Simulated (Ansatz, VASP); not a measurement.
## Two plane-wave programs on Bi2S3

```xyz
20
Lattice="11.5675 0.0000 0.0000 0.0000 4.0723 0.0000 0.0000 0.0000 11.4125" Properties=species:S:1:pos:R:3 pbc="T T T"
Bi    5.5538    1.0181    3.7138
Bi    0.2300    3.0543    9.4201
Bi   11.3375    1.0181    1.9925
Bi    6.0137    3.0543    7.6987
Bi    3.9942    3.0543    0.3733
Bi    1.7896    1.0181    6.0795
Bi    9.7779    3.0543    5.3330
Bi    7.5733    1.0181   11.0393
S     3.3476    1.0181    2.1430
S     2.4362    3.0543    7.8493
S     9.1313    1.0181    3.5633
S     8.2199    3.0543    9.2695
S     6.3655    3.0543    1.4572
S    10.9857    1.0181    7.1635
S     0.5818    3.0543    4.2491
S     5.2020    1.0181    9.9553
S     4.3957    3.0543    5.0452
S     1.3880    1.0181   10.7514
S    10.1795    3.0543    0.6611
S     7.1718    1.0181    6.3674
```

Change from the starting cell: volume scaled by 1.06, ions relaxed.

Alike in both runs: functional PBE; k mesh 3 × 7 × 3; occupations fermi-dirac, width 0.02 eV; no spin polarisation.

Ansatz relaxed the structure, and its values are those at the end. VASP's run is a single point on that final structure, the one shown.

|  | VASP | Ansatz |
| --- | --- | --- |
| version | VASP 6.6.1 | Ansatz 0.2.0 |
| potentials or method | VASP PAW PBE potentials, release 64 (Bi_d, S) | plane-wave PAW, scalar-relativistic |
| plane-wave cutoff (eV) | 520 | 420 |
| valence electrons in the cell | 192 | 192 |

```tsv
	VASP	Ansatz	Ansatz less VASP
gap on the k mesh at the Fermi level (eV)	1.39	1.39	-0.002
pressure (GPa)	-0.7	-0.7	+0.08
rms of the force components (eV/Å)	0.006	0.004	-0.0017
```

Ansatz's warnings: stress scf threshold loose.

Spin-orbit coupling is off throughout.
